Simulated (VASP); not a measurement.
## MnAs: single point with PBEsol

MnAs:

```xyz
4
Lattice="3.7100 0.0000 0.0000 -1.8550 3.2130 0.0000 0.0000 0.0000 5.6910" Properties=species:S:1:pos:R:3 pbc="T T T"
As    1.8550    1.0710    4.2683
As    0.0000    2.1420    1.4227
Mn    0.0000    0.0000    2.8455
Mn    0.0000    0.0000    0.0000
```

* Program: VASP 6.6.1
* Task: single point
* Functional: PBEsol
* Potentials or basis: VASP PAW PBE potentials, release 64 (As, Mn_pv)
* Cutoff: 520 eV
* k mesh: 6 × 6 × 4
* Occupations: fermi-dirac, width 0.05 eV
* Spin: non-collinear spin, typed start, spin-orbit coupling
* Starting moments: [[0.0, 0.0, 0.0], [0.0, 0.0, 0.0], [0.0, 0.0, 4.0], [0.0, 0.0, 4.0]] μB
* Dipole correction: no
* Further INCAR settings: ALGO = Normal; EDIFF = 1e-07; NBANDS = 50

| Item | Value |
| --- | --- |
| Pressure | -8.6 GPa |
| Net moment | 6.20 μB per cell |
| Valence electrons inside the program's atomic spheres | As 2.78; Mn 11.58 |

Stress tensor (GPa, compression positive):
```
 -7.80   0.00   0.00
  0.00  -7.80   0.00
  0.00   0.00 -10.25
```

Moments on the atoms (μB; x, y, z):
```
As   0.00  0.00 -0.12
As   0.00  0.00 -0.12
Mn   0.00  0.00  3.15
Mn   0.00  0.00  3.15
```

Run time: 4.7 min on 1 thread of Intel(R) Xeon(R) Platinum 8488C (Sapphire Rapids), on a shared host, peak memory 0.38 GiB.

Caveat: the cell stands under tension; the PAW data sets were made with another functional, which shifts forces and pressure a little.
